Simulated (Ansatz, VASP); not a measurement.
## Two plane-wave programs on P

```
P
1.0
    -1.70191    2.53063    1.87038
     1.70191   -2.53063    1.87038
     1.70191    2.53063   -1.87038
P
2
Direct
  0.80331 0.05331 0.75000
  0.19669 0.94669 0.25000
```

Alike in both runs: task single point; functional LDA; k mesh 16 × 16 × 16; occupations gaussian, width 0.1 eV; no spin polarisation.

|  | VASP | Ansatz |
| --- | --- | --- |
| version | VASP 6.6.1 | Ansatz 0.2.0 |
| potentials or method | VASP PAW LDA potentials, release 64 (P), cutoff 520 eV | scalar-relativistic, plane waves, PAW |
| valence electrons in the cell | 10 | 10 |

```tsv
	VASP	Ansatz	Ansatz less VASP
gap on the k mesh at the Fermi level (eV)	none	none	-
pressure (GPa)	-4.0	-3.8	+0.19
traceless stress, the component that is largest in VASP (GPa)	-0.37	-0.53	-0.154
rms of the force components (eV/Å)	0.083	0.107	+0.0245
```

LDA's correlation is that of Perdew and Zunger in VASP and of Perdew and Wang (1992) in Ansatz. Atom by atom the forces differ by 0.025 eV/Å (rms over components). A gap of «none» marks a metal or a gap that the smearing closes.
